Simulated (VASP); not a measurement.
# TiC3 (Pm-3n) in VASP: single point with PBE

Aim: the single point of TiC3 with PBE.

All numbers are computed with VASP 6.6.1; they aren't measurements. Logs are shortened: lines on timing, memory, paths and dates and some standing lists are left out, and cuts for length are marked.

## 1. The cell of the first run

The structure is cubic, space group Pm-3n (No. 223). Conventional cell: a = 4.060 Å, b = 4.060 Å, c = 4.060 Å, α = 90.00°, β = 90.00°, γ = 90.00°. Within 3.0 Å of Ti (site symmetry m-3) lie 12 C at 2.27 Å. C (site symmetry -4m2) has 10 C at 2.03 to 2.49 Å and 4 Ti at 2.27 Å within 2.7 Å.

The cell was generated, and may not be a known phase.

## 2. Single point, PBE

Contents of INCAR:

```
SYSTEM = TiC3
PREC = Accurate
ENCUT = 600
EDIFF = 1E-6
ISMEAR = 0
SIGMA = 0.2
LREAL = .FALSE.
LASPH = .TRUE.
NELM = 120
ALGO = Normal
ISIF = 2
LWAVE = .FALSE.
LCHARG = .TRUE.
GGA = PE
LELF = .TRUE.
LVHAR = .TRUE.
NBANDS = 34
GGA_COMPAT = .FALSE.
```

Contents of KPOINTS:

```
regular mesh
0
G
  4 4 4
  0 0 0
```

Contents of POSCAR:

```
TiC3
1.0
    4.0598354312      0.0000000000      0.0000000000
    0.0000000000      4.0598354312      0.0000000000
    0.0000000000      0.0000000000      4.0598354312
Ti C
2 6
Direct
    0.0000000000      0.0000000000      0.0000000000
    0.5000000000      0.5000000000      0.5000000000
    0.2500000000      0.0000000000      0.5000000000
    0.7500000000      0.0000000000      0.5000000000
    0.0000000000      0.5000000000      0.2500000000
    0.0000000000      0.5000000000      0.7500000000
    0.5000000000      0.7500000000      0.0000000000
    0.5000000000      0.2500000000      0.0000000000
```

Potentials or basis: VASP PAW PBE potentials, release 64 (Ti_sv, C).

Started as:

```
$ cat potpaw_PBE.64/Ti_sv/POTCAR potpaw_PBE.64/C/POTCAR > POTCAR
$ mpirun -np 1 vasp_std > vasp.out
```

OUTCAR:

```text
SYSTEM = TiC3
   PREC = Accurate
   ENCUT = 600
   EDIFF = 1E-6
   ISMEAR = 0
   LREAL = .FALSE.
   LASPH = .TRUE.
   NELM = 120
   ISIF = 2
   GGA = PE

 ion  position               nearest neighbor table
   1  0.000  0.000  0.000-   3 2.27   4 2.27   5 2.27   6 2.27   7 2.27   8 2.27   3 2.27   4 2.27
                             5 2.27   6 2.27   7 2.27   8 2.27
   2  0.500  0.500  0.500-   3 2.27   4 2.27   5 2.27   6 2.27   7 2.27   8 2.27   7 2.27   8 2.27
                             3 2.27   4 2.27   5 2.27   6 2.27
   3  0.250  0.000  0.500-   4 2.03   4 2.03   1 2.27   1 2.27   2 2.27   2 2.27
   4  0.750  0.000  0.500-   3 2.03   3 2.03   1 2.27   1 2.27   2 2.27   2 2.27
   5  0.000  0.500  0.250-   6 2.03   6 2.03   1 2.27   2 2.27   1 2.27   2 2.27
   6  0.000  0.500  0.750-   5 2.03   5 2.03   1 2.27   2 2.27   1 2.27   2 2.27
   7  0.500  0.750  0.000-   8 2.03   8 2.03   1 2.27   2 2.27   2 2.27   1 2.27
   8  0.500  0.250  0.000-   7 2.03   7 2.03   1 2.27   2 2.27   2 2.27   1 2.27

  LATTYP: Found a simple cubic cell.
 ALAT       =     4.0598354312

  Lattice vectors:

 A1 = (   4.0598354312,   0.0000000000,   0.0000000000)
 A2 = (   0.0000000000,   4.0598354312,   0.0000000000)
 A3 = (   0.0000000000,   0.0000000000,   4.0598354312)

Analysis of symmetry for initial positions (statically):
=====================================================================
 Subroutine PRICEL returns:
 Original cell was already a primitive cell.

 Routine SETGRP: Setting up the symmetry group for a
 simple cubic supercell.

 Subroutine GETGRP returns: Found 48 space group operations
 (whereof 24 operations were pure point group operations)
 out of a pool of 48 trial point group operations.

The static configuration has the point symmetry T_h .
 The point group associated with its full space group is O_h .

Analysis of symmetry for dynamics (positions and initial velocities):
=====================================================================
 Subroutine PRICEL returns:
 Original cell was already a primitive cell.

 Routine SETGRP: Setting up the symmetry group for a
 simple cubic supercell.

 Subroutine GETGRP returns: Found 48 space group operations
 (whereof 24 operations were pure point group operations)
 out of a pool of 48 trial point group operations.

The dynamic configuration has the point symmetry T_h .
 The point group associated with its full space group is O_h .

 Subroutine INISYM returns: Found 48 space group operations
 (whereof 24 operations are pure point group operations),
 and found     1 'primitive' translations

----------------------------------------------------------------------------------------

                                     Primitive cell

  volume of cell :      66.9153

  direct lattice vectors                    reciprocal lattice vectors
     4.059835431  0.000000000  0.000000000     0.246315403  0.000000000  0.000000000
     0.000000000  4.059835431  0.000000000     0.000000000  0.246315403  0.000000000
     0.000000000  0.000000000  4.059835431     0.000000000  0.000000000  0.246315403

  length of vectors
     4.059835431  4.059835431  4.059835431     0.246315403  0.246315403  0.246315403

  position of ions in fractional coordinates (direct lattice)
     0.000000000  0.000000000  0.000000000
     0.500000000  0.500000000  0.500000000
     0.250000000  0.000000000  0.500000000
     0.750000000  0.000000000  0.500000000
     0.000000000  0.500000000  0.250000000
     0.000000000  0.500000000  0.750000000
     0.500000000  0.750000000  0.000000000
     0.500000000  0.250000000  0.000000000

  ion indices of the primitive-cell ions
   primitive index   ion index
                 1           1
                 2           2
                 3           3
                 4           4
                 5           5
                 6           6
                 7           7
                 8           8

----------------------------------------------------------------------------------------

 KPOINTS: regular mesh

Automatic generation of k-mesh.
 Grid dimensions read from file:
 generate k-points for:    4    4    4

 Generating k-lattice:

  Cartesian coordinates                     Fractional coordinates (reciprocal lattice)
     0.061578851  0.000000000  0.000000000     0.250000000  0.000000000  0.000000000
     0.000000000  0.061578851  0.000000000     0.000000000  0.250000000  0.000000000
     0.000000000  0.000000000  0.061578851     0.000000000  0.000000000  0.250000000

  Length of vectors
     0.061578851  0.061578851  0.061578851

  Shift w.r.t. Gamma in fractional coordinates (k-lattice)
     0.000000000  0.000000000  0.000000000

 Subroutine IBZKPT returns following result:
 ===========================================

 Found     10 irreducible k-points:

 Following reciprocal coordinates:
            Coordinates               Weight
  0.000000  0.000000  0.000000      1.000000
  0.250000  0.000000  0.000000      6.000000
  0.500000  0.000000  0.000000      3.000000
  0.250000  0.250000  0.000000     12.000000
  0.500000  0.250000  0.000000     12.000000
  0.500000  0.500000  0.000000      3.000000
  0.250000  0.250000  0.250000      8.000000
  0.500000  0.250000  0.250000     12.000000
  0.500000  0.500000  0.250000      6.000000
  0.500000  0.500000  0.500000      1.000000
   k-points           NKPTS =     10   k-points in BZ     NKDIM =     10   number of bands    NBANDS=     34
   number of dos      NEDOS =    301   number of ions     NIONS =      8
   total plane-waves  NPLWV =  32768
   dimension x,y,z NGX =    32 NGY =   32 NGZ =   32
   dimension x,y,z NGXF=    64 NGYF=   64 NGZF=   64
   ions per type =               2   6
   NGX,Y,Z   is equivalent  to a cutoff of  13.10, 13.10, 13.10 a.u.
   NGXF,Y,Z  is equivalent  to a cutoff of  26.21, 26.21, 26.21 a.u.
 SYSTEM =  TiC3
   PREC   = accura    normal or accurate (medium, high low for compatibility)
   ISTART =      0    job   : 0-new  1-cont  2-samecut
   ICHARG =      2    charge: 1-file 2-atom 10-const
   ISPIN  =      1    spin polarized calculation?
   LNONCOLLINEAR =      F non collinear calculations
   LSORBIT =      F    spin-orbit coupling
   LASPH  =      T    aspherical Exc in radial PAW
   ENCUT  =  600.0 eV  44.10 Ry    6.64 a.u.   8.11  8.11  8.11*2*pi/ulx,y,z
   NELM   =    120;   NELMIN=  2; NELMDL= -5     # of ELM steps
   EDIFF  = 0.1E-05   stopping-criterion for ELM
   LREAL  =      F    real-space projection
   EDIFFG = 0.1E-04   stopping-criterion for IOM
   NSW    =      0    number of steps for IOM
   IBRION =     -1    ionic relax: 0-MD 1-quasi-New 2-CG
   NFREE  =      0    steps in history (QN), initial steepest desc. (CG)
   ISIF   =      2    stress and relaxation
   ISYM   =      2    0-nonsym 1-usesym 2-fastsym
   POTIM  = 0.5000    time-step for ionic-motion
   TEBEG  =    0.0;   TEEND  =   0.0 temperature during run
   PSTRESS=    0.0 pullay stress
   NELECT =      48.0000    total number of electrons
   NUPDOWN=      -1.0000    fix difference up-down
   EMIN   =  10.00;   EMAX   =-10.00  energy-range for DOS
   EFERMI =   0.00;   METHOD = LEGACY
   ISMEAR =     0;   SIGMA  =   0.20  broadening in eV -4-tet -1-fermi 0-gaus
   EFERMI_NEDOS =   21; number of points for ismear=-14 and -15
   IALGO  =     38    algorithm
   IMIX   =      4    mixing-type and parameters
     AMIX     =   0.40;   BMIX     =  1.00
     AMIX_MAG =   1.60;   BMIX_MAG =  1.00
  volume/ion in A,a.u.               =       8.36        56.45
  Fermi-wavevector in a.u.,A,eV,Ry     =   1.465481  2.769357 29.220336  2.147634
  Thomas-Fermi vector in A             =   2.581333
   LORBIT       =      0    0 simple, 1 ext, 2 COOP (PROOUT), +10 PAW based schemes
   GGA     = PE    functional components
   LHFCALC =     F    Hartree Fock is set to
   AEXX    =    0.0000 exact exchange contribution
   IVDW    =     0    specifies the selected vdW correction
   LEPSILON=     F    determine dielectric tensor
   LRPA    =     F    only Hartree local field effects (RPA)
 non-spin polarized calculation
 Gauss-broadening in eV      SIGMA  =   0.20
  energy-cutoff  :      600.00
  volume of cell :       66.92
 maximum number of plane-waves:      2272
   NGX = 17   NGY = 17   NGZ = 17

 number of electron      48.0000016 magnetization

 Free energy of the ion-electron system (eV)
  ---------------------------------------------------
  ext. energy  EPLUGINS =         0.00000000
  ---------------------------------------------------
  free energy    TOTEN  =       -55.40068773 eV

  energy without entropy =      -55.29348952  energy(sigma->0) =      -55.34708862

 E-fermi :   9.2016     XC(G=0): -12.9498

 val. band max:        9.1865564741   @ k =   0.5000   0.5000   0.5000
 cond. band min:       9.2294904121   @ k =   0.5000   0.2500   0.0000
 fundamental gap:      0.0429339380
 Fermi energy:         9.2016047715

 k-point     1 :       0.0000    0.0000    0.0000
  band No.  band energies     occupation
      1     -47.5203      2.00000
      2     -47.5005      2.00000
      3     -23.8702      2.00000
      4     -23.8702      2.00000
      5     -23.8702      2.00000
      6     -23.7781      2.00000
[... 26 lines left out ...]
     33      13.4129      0.00000
     34      15.0931      0.00000

 k-point     2 :       0.2500    0.0000    0.0000
  band No.  band energies     occupation
      1     -47.5171      2.00000
      2     -47.5030      2.00000
      3     -23.8708      2.00000
      4     -23.8560      2.00000
      5     -23.8560      2.00000
      6     -23.8060      2.00000
[... 26 lines left out ...]
     33      14.0128      0.00000
     34      14.0162      0.00000
[... 257 lines left out ...]
     33      13.4764      0.00000
     34      13.6448      0.00000

 k-point    10 :       0.5000    0.5000    0.5000
  band No.  band energies     occupation
      1     -47.5082      2.00000
      2     -47.5082      2.00000
      3     -23.8481      2.00000
      4     -23.8481      2.00000
      5     -23.8481      2.00000
      6     -23.8481      2.00000
[... 26 lines left out ...]
     33      14.0200      0.00000
     34      14.0200      0.00000

------------------------ aborting loop because EDIFF is reached ----------------------------------------

  FORCE on cell =-STRESS in cart. coord.  units (eV):
  Direction    XX          YY          ZZ          XY          YZ          ZX
  --------------------------------------------------------------------------------------
  -------------------------------------------------------------------------------------
  Total       -0.1307102     -0.1307102     -0.1307102     -0.0000000      0.0000000      0.0000000
  in kB       -3.1296419     -3.1296419     -3.1296419     -0.0000000      0.0000000      0.0000000
  external PRESSURE =      -3.1296419 kB  Pullay stress =       0.0000000 kB

 VOLUME and BASIS-vectors are now :
 -----------------------------------------------------------------------------
  energy-cutoff  :      600.00
  volume of cell :       66.92
      direct lattice vectors                 reciprocal lattice vectors
     4.059835431  0.000000000  0.000000000     0.246315403  0.000000000  0.000000000
     0.000000000  4.059835431  0.000000000     0.000000000  0.246315403  0.000000000
     0.000000000  0.000000000  4.059835431     0.000000000  0.000000000  0.246315403

 POSITION                                       TOTAL-FORCE (eV/Angst)
 -----------------------------------------------------------------------------------
      0.00000      0.00000      0.00000        -0.000000     -0.000000     -0.000000
      2.02992      2.02992      2.02992        -0.000000     -0.000000     -0.000000
      1.01496      0.00000      2.02992        -0.000000     -0.000000     -0.000000
      3.04488      0.00000      2.02992         0.000000      0.000000     -0.000000
      0.00000      2.02992      1.01496        -0.000000      0.000000     -0.000000
      0.00000      2.02992      3.04488        -0.000000     -0.000000      0.000000
      2.02992      3.04488      0.00000         0.000000      0.000000      0.000000
      2.02992      1.01496      0.00000        -0.000000     -0.000000     -0.000000
 -----------------------------------------------------------------------------------
    total drift:                                0.000000      0.000000     -0.000000

  FREE ENERGIE OF THE ION-ELECTRON SYSTEM (eV)
  ---------------------------------------------------
  free  energy   TOTEN  =       -55.4006877288 eV

  energy  without entropy=      -55.2934895192  energy(sigma->0) =      -55.34708862
```

Wall time 52 s (1 thread of Intel Xeon 8259CL, shared host); peak memory 0.18 GiB.

Results:

- Free energy: -55.4007 eV
- Pressure: -0.3 GPa
- Band gap on the k mesh: zero (bands 24 and 25 overlap by 1.54 eV)

Caveat: the k points lie up to 0.39 Å⁻¹ apart, too coarse for converged energies and pressures of a metal.

The gap in the log of VASP goes by the Fermi energy; the results here count the filled bands.